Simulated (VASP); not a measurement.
# Rb3Hg (Fm-3m) in VASP: notebook

Runs on Rb3Hg. Level: LDA. Tasks: single point, relaxation of cell and atoms.

All numbers are computed with VASP 6.6.1; they aren't measurements. Logs are shortened: lines on timing, memory, paths and dates and some standing lists are left out, and cuts for length are marked.

**1. The cell of the first run**

Symmetry: Fm-3m, No. 225, cubic system. Conventional cell: a = 9.131 Å, b = 9.131 Å, c = 9.131 Å, α = 90.00°, β = 90.00°, γ = 90.00°. Rb (site symmetry -43m) has 10 Rb at 3.95 to 4.57 Å and 4 Hg at 3.95 Å within 5.2 Å. Rb (site symmetry m-3m) has 8 Rb at 3.95 Å and 6 Hg at 4.57 Å within 5.2 Å. Within 5.2 Å of Hg (site symmetry m-3m) lie 14 Rb at 3.95 to 4.57 Å.

**2. Single point, LDA**

INCAR reads:

```
PREC = Accurate
ENCUT = 520
EDIFF = 1E-6
ISMEAR = 1
SIGMA = 0.02
LREAL = F
LASPH = T
NELM = 100
ALGO = Normal
ISIF = 2
LWAVE = F
LCHARG = T
LELF = T
LVHAR = T
NBANDS = 28
```

KPOINTS reads:

```
Automatic mesh
0
Gamma
  4 4 4
```

POSCAR reads:

```
Rb3Hg
1.0
    0.0000000000      4.5653019665      4.5653019665
    4.5653019665      0.0000000000      4.5653019665
    4.5653019665      4.5653019665      0.0000000000
Rb Hg
3 1
Direct
    0.2500000000      0.2500000000      0.2500000000
    0.7500000000      0.7500000000      0.7500000000
    0.5000000000      0.5000000000      0.5000000000
    0.0000000000      0.0000000000      0.0000000000
```

Potentials or basis: VASP PAW LDA potentials, release 64 (Rb_sv, Hg).

Started as:

```
cat potpaw_LDA.64/Rb_sv/POTCAR potpaw_LDA.64/Hg/POTCAR > POTCAR
mpirun -np 1 vasp_std > vasp.out
```

OUTCAR:

```text
PREC = Accurate
   ENCUT = 520
   EDIFF = 1E-6
   ISMEAR = 1
   LREAL = F
   LASPH = T
   NELM = 100
   ISIF = 2

 ion  position               nearest neighbor table
   1  0.250  0.250  0.250-   4 3.95   4 3.95   4 3.95   3 3.95   4 3.95   3 3.95   3 3.95   3 3.95
                             2 4.57   2 4.57   2 4.57   2 4.57   2 4.57   2 4.57
   2  0.750  0.750  0.750-   3 3.95   3 3.95   3 3.95   3 3.95   4 3.95   4 3.95   4 3.95   4 3.95
                             1 4.57   1 4.57   1 4.57   1 4.57   1 4.57   1 4.57
   3  0.500  0.500  0.500-   1 3.95   1 3.95   1 3.95   1 3.95   2 3.95   2 3.95   2 3.95   2 3.95
                             4 4.57   4 4.57   4 4.57   4 4.57   4 4.57   4 4.57
   4  0.000  0.000  0.000-   2 3.95   2 3.95   2 3.95   1 3.95   2 3.95   1 3.95   1 3.95   1 3.95
                             3 4.57   3 4.57   3 4.57   3 4.57   3 4.57   3 4.57

  LATTYP: Found a face centered cubic cell.
 ALAT       =     9.1306039330

  Lattice vectors:

 A1 = (   0.0000000000,   4.5653019665,   4.5653019665)
 A2 = (   4.5653019665,   0.0000000000,   4.5653019665)
 A3 = (   4.5653019665,   4.5653019665,   0.0000000000)

Analysis of symmetry for initial positions (statically):
=====================================================================
 Subroutine PRICEL returns:
 Original cell was already a primitive cell.

 Routine SETGRP: Setting up the symmetry group for a
 face centered cubic supercell.

 Subroutine GETGRP returns: Found 48 space group operations
 (whereof 48 operations were pure point group operations)
 out of a pool of 48 trial point group operations.

The static configuration has the point symmetry O_h .

Analysis of symmetry for dynamics (positions and initial velocities):
=====================================================================
 Subroutine PRICEL returns:
 Original cell was already a primitive cell.

 Routine SETGRP: Setting up the symmetry group for a
 face centered cubic supercell.

 Subroutine GETGRP returns: Found 48 space group operations
 (whereof 48 operations were pure point group operations)
 out of a pool of 48 trial point group operations.

The dynamic configuration has the point symmetry O_h .

 Subroutine INISYM returns: Found 48 space group operations
 (whereof 48 operations are pure point group operations),
 and found     1 'primitive' translations

----------------------------------------------------------------------------------------

[... 79 lines left out ...]
   EDIFF  = 0.1E-05   stopping-criterion for ELM
   LREAL  =      F    real-space projection
   EDIFFG = 0.1E-04   stopping-criterion for IOM
   NSW    =      0    number of steps for IOM
   IBRION =     -1    ionic relax: 0-MD 1-quasi-New 2-CG
   NFREE  =      0    steps in history (QN), initial steepest desc. (CG)
   ISIF   =      2    stress and relaxation
   ISYM   =      2    0-nonsym 1-usesym 2-fastsym
   POTIM  = 0.5000    time-step for ionic-motion
   TEBEG  =    0.0;   TEEND  =   0.0 temperature during run
   PSTRESS=    0.0 pullay stress
   NELECT =      39.0000    total number of electrons
   NUPDOWN=      -1.0000    fix difference up-down
   EMIN   =  10.00;   EMAX   =-10.00  energy-range for DOS
   EFERMI =   0.00;   METHOD = LEGACY
   ISMEAR =     1;   SIGMA  =   0.02  broadening in eV -4-tet -1-fermi 0-gaus
   EFERMI_NEDOS =   21; number of points for ismear=-14 and -15
   IALGO  =     38    algorithm
   IMIX   =      4    mixing-type and parameters
     AMIX     =   0.40;   BMIX     =  1.00
     AMIX_MAG =   1.60;   BMIX_MAG =  1.00
  volume/ion in A,a.u.               =      47.57       321.05
  Fermi-wavevector in a.u.,A,eV,Ry     =   0.965199  1.823962 12.675311  0.931609
  Thomas-Fermi vector in A             =   2.094895
   LORBIT       =      0    0 simple, 1 ext, 2 COOP (PROOUT), +10 PAW based schemes
   GGA     = CA    functional components
   LHFCALC =     F    Hartree Fock is set to
   AEXX    =    0.0000 exact exchange contribution
   IVDW    =     0    specifies the selected vdW correction
   LEPSILON=     F    determine dielectric tensor
   LRPA    =     F    only Hartree local field effects (RPA)
 non-spin polarized calculation
 Methfessel and Paxton  Order N= 1 SIGMA  =   0.02
  energy-cutoff  :      520.00
  volume of cell :      190.30
 maximum number of plane-waves:      5133
   NGX = 25   NGY = 25   NGZ = 25

 number of electron      39.0000002 magnetization

 Free energy of the ion-electron system (eV)
  ---------------------------------------------------
  ext. energy  EPLUGINS =         0.00000000
  ---------------------------------------------------
  free energy    TOTEN  =        -4.23165351 eV

  energy without entropy =       -4.23117944  energy(sigma->0) =       -4.23149549

 E-fermi :   1.1675     XC(G=0):  -7.6538

 val. band max:        1.1267506390   @ k =   0.5000   0.2500   0.0000
 cond. band min:       1.1740870471   @ k =  -0.2500   0.2500   0.0000
 fundamental gap:      0.0473364081
 Fermi energy:         1.1674960844

 k-point     1 :       0.0000    0.0000    0.0000
  band No.  band energies     occupation
      1     -27.7579      2.00000
      2     -27.2275      2.00000
      3     -27.2143      2.00000
      4     -11.9831      2.00000
      5     -11.9831      2.00000
      6     -11.9831      2.00000
[... 237 lines left out ...]
     27       4.7088      0.00000
     28       4.7579      0.00000

------------------------ aborting loop because EDIFF is reached ----------------------------------------

  FORCE on cell =-STRESS in cart. coord.  units (eV):
  Direction    XX          YY          ZZ          XY          YZ          ZX
  --------------------------------------------------------------------------------------
  -------------------------------------------------------------------------------------
  Total       -0.0225773     -0.0225773     -0.0225773      0.0000000      0.0000000      0.0000000
  in kB       -0.1900831     -0.1900831     -0.1900831      0.0000000      0.0000000      0.0000000
  external PRESSURE =      -0.1900831 kB  Pullay stress =       0.0000000 kB

 VOLUME and BASIS-vectors are now :
 -----------------------------------------------------------------------------
  energy-cutoff  :      520.00
  volume of cell :      190.30
      direct lattice vectors                 reciprocal lattice vectors
     0.000000000  4.565301966  4.565301966    -0.109521781  0.109521781  0.109521781
     4.565301966  0.000000000  4.565301966     0.109521781 -0.109521781  0.109521781
     4.565301966  4.565301966  0.000000000     0.109521781  0.109521781 -0.109521781

 POSITION                                       TOTAL-FORCE (eV/Angst)
 -----------------------------------------------------------------------------------
      2.28265      2.28265      2.28265         0.000000      0.000000     -0.000000
      6.84795      6.84795      6.84795        -0.000000     -0.000000      0.000000
      4.56530      4.56530      4.56530        -0.000000     -0.000000      0.000000
      0.00000      0.00000      0.00000        -0.000000     -0.000000     -0.000000
 -----------------------------------------------------------------------------------
    total drift:                               -0.000000     -0.000000     -0.000000

  FREE ENERGIE OF THE ION-ELECTRON SYSTEM (eV)
  ---------------------------------------------------
  free  energy   TOTEN  =        -4.2316535134 eV

  energy  without entropy=       -4.2311794418  energy(sigma->0) =       -4.23149549
```

It took 25 s on 1 thread of Intel Xeon Platinum 8488C (Sapphire Rapids), shared host; peak memory 0.26 GiB.

What came out:

```yaml
Free_energy: -4.2317 eV
Pressure: 0.0 GPa
```

Caveat: spin-orbit coupling is left out, which moves the levels of the heavy elements.

**3. Relaxation of cell and atoms, LDA**

This run uses another cell than the first one, of 63.51 Å³/atom, 1.335 times its volume.

INCAR reads:

```
SYSTEM = Rb3Hg
PREC = Accurate ; ENCUT = 600
EDIFF = 1E-6 ; ISMEAR = 1
SIGMA = 0.02 ; LREAL = .False.
LASPH = .True. ; NELM = 100
ALGO = Normal ; ISIF = 3
LWAVE = .False. ; LCHARG = .False.
IBRION = 2 ; NSW = 80
EDIFFG = -0.01
```

KPOINTS reads:

```
Automatic mesh
0
Gamma
  4 4 4
  0 0 0
```

POSCAR reads:

```
Rb3Hg
1.0
    0.0000000000      5.0269090000      5.0269090000
    5.0269090000      0.0000000000      5.0269090000
    5.0269090000      5.0269090000      0.0000000000
Rb Hg
3 1
Direct
    0.2500000000      0.2500000000      0.2500000000
    0.7500000000      0.7500000000      0.7500000000
    0.5000000000      0.5000000000      0.5000000000
    0.0000000000      0.0000000000      0.0000000000
```

Potentials or basis: VASP PAW LDA potentials, release 64 (Rb_sv, Hg).

Started as:

```
cat potpaw_LDA.64/Rb_sv/POTCAR potpaw_LDA.64/Hg/POTCAR > POTCAR
mpirun -np 1 vasp_std > vasp.out
```

OUTCAR:

```text
SYSTEM = Rb3Hg
   PREC = Accurate
   ENCUT = 600
   EDIFF = 1E-6
   ISMEAR = 1
   LREAL = .False.
   LASPH = .True.
   NELM = 100
   ISIF = 3
   IBRION = 2
   NSW = 80
   EDIFFG = -0.01

 ion  position               nearest neighbor table
   1  0.250  0.250  0.250-   4 4.35   4 4.35   4 4.35   3 4.35   4 4.35   3 4.35   3 4.35   3 4.35
                             2 5.03   2 5.03   2 5.03   2 5.03   2 5.03   2 5.03
   2  0.750  0.750  0.750-   3 4.35   3 4.35   3 4.35   3 4.35   4 4.35   4 4.35   4 4.35   4 4.35
                             1 5.03   1 5.03   1 5.03   1 5.03   1 5.03   1 5.03
   3  0.500  0.500  0.500-   1 4.35   1 4.35   1 4.35   1 4.35   2 4.35   2 4.35   2 4.35   2 4.35

   4  0.000  0.000  0.000-   2 4.35   2 4.35   2 4.35   1 4.35   2 4.35   1 4.35   1 4.35   1 4.35

  LATTYP: Found a face centered cubic cell.
 ALAT       =    10.0538180000

  Lattice vectors:

 A1 = (   0.0000000000,   5.0269090000,   5.0269090000)
 A2 = (   5.0269090000,   0.0000000000,   5.0269090000)
 A3 = (   5.0269090000,   5.0269090000,   0.0000000000)

Analysis of symmetry for initial positions (statically):
=====================================================================
 Subroutine PRICEL returns:
 Original cell was already a primitive cell.

 Routine SETGRP: Setting up the symmetry group for a
 face centered cubic supercell.
[... 147 lines left out ...]

 number of electron      39.0000002 magnetization

 Free energy of the ion-electron system (eV)
  ---------------------------------------------------
  ext. energy  EPLUGINS =         0.00000000
  ---------------------------------------------------
  free energy    TOTEN  =        -4.02530886 eV

  energy without entropy =       -4.02476894  energy(sigma->0) =       -4.02512889

------------------------ aborting loop because EDIFF is reached ----------------------------------------

  FORCE on cell =-STRESS in cart. coord.  units (eV):
  Direction    XX          YY          ZZ          XY          YZ          ZX
  --------------------------------------------------------------------------------------
  -------------------------------------------------------------------------------------
  Total       -1.3327494     -1.3327494     -1.3327494      0.0000000      0.0000000      0.0000000
  in kB       -8.4047736     -8.4047736     -8.4047736      0.0000000      0.0000000      0.0000000
  external PRESSURE =      -8.4047736 kB  Pullay stress =       0.0000000 kB
[... 215 lines left out ...]
--------------------------------------- Ionic step        7  -------------------------------------------

 number of electron      38.9999999 magnetization

 Free energy of the ion-electron system (eV)
  ---------------------------------------------------
  ext. energy  EPLUGINS =         0.00000000
  ---------------------------------------------------
  free energy    TOTEN  =        -4.23279093 eV

  energy without entropy =       -4.23233364  energy(sigma->0) =       -4.23263850

 E-fermi :   1.1606     XC(G=0):  -7.6473

 val. band max:        1.1201137566   @ k =   0.5000   0.2500   0.0000
 cond. band min:       1.1672148968   @ k =  -0.2500   0.2500   0.0000
 fundamental gap:      0.0471011401
 Fermi energy:         1.1606208440

 k-point     1 :       0.0000    0.0000    0.0000
  band No.  band energies     occupation
      1     -27.7652      2.00000
      2     -27.2346      2.00000
      3     -27.2215      2.00000
      4     -11.9897      2.00000
      5     -11.9897      2.00000
      6     -11.9897      2.00000
[... 228 lines left out ...]
  FREE ENERGIE OF THE ION-ELECTRON SYSTEM (eV)
  ---------------------------------------------------
  free  energy   TOTEN  =        -4.2327909311 eV

  energy  without entropy=       -4.2323336422  energy(sigma->0) =       -4.23263850

 reached required accuracy - stopping structural energy minimisation
```

Run time: 3.7 min. Hardware: 1 thread of Intel Xeon Platinum 8488C (Sapphire Rapids), shared host; peak memory 0.41 GiB.

Results:

```yaml
Free_energy: -4.2328 eV
Relaxed_volume: 47.66 Å³/atom
Relaxed_cell: a = 6.460 Å, b = 6.460 Å, c = 6.460 Å, α = 60.00°, β = 60.00°, γ = 60.00°
Space_group_after_relaxing_to_0.05_Å: Fm-3m (No. 225)
Energy_gained_by_relaxing: 51.9 meV/atom
Ionic_steps: 7
Pressure_after_relaxing: 0.0 GPa
```

The path:
```
step  energy change (eV)  largest force (eV/Å)  pressure (GPa)  volume (Å³)
   1              0.0000                0.0000           -0.84       254.06
   2             -0.0604                0.0000           -0.76       242.00
   3             -0.1817                0.0000           -0.40       208.14
   4              0.0556                0.0000            2.63       150.18
   5             -0.2029                0.0000           -0.21       197.19
   6             -0.2067                0.0000            0.10       187.75
   7             -0.2075                0.0000           -0.01       190.64
```

Final structure:
```
Rb Hg
1.0
     0.00000    4.56802    4.56802
     4.56802    0.00000    4.56802
     4.56802    4.56802    0.00000
Rb Hg
3 1
Direct
  0.25000 0.25000 0.25000
  0.75000 0.75000 0.75000
  0.50000 0.50000 0.50000
  0.00000 0.00000 0.00000
```

Caveat: the volume moved by over 15 % at a fixed basis, so the end points are rough; spin-orbit coupling is left out, which moves the levels of the heavy elements.
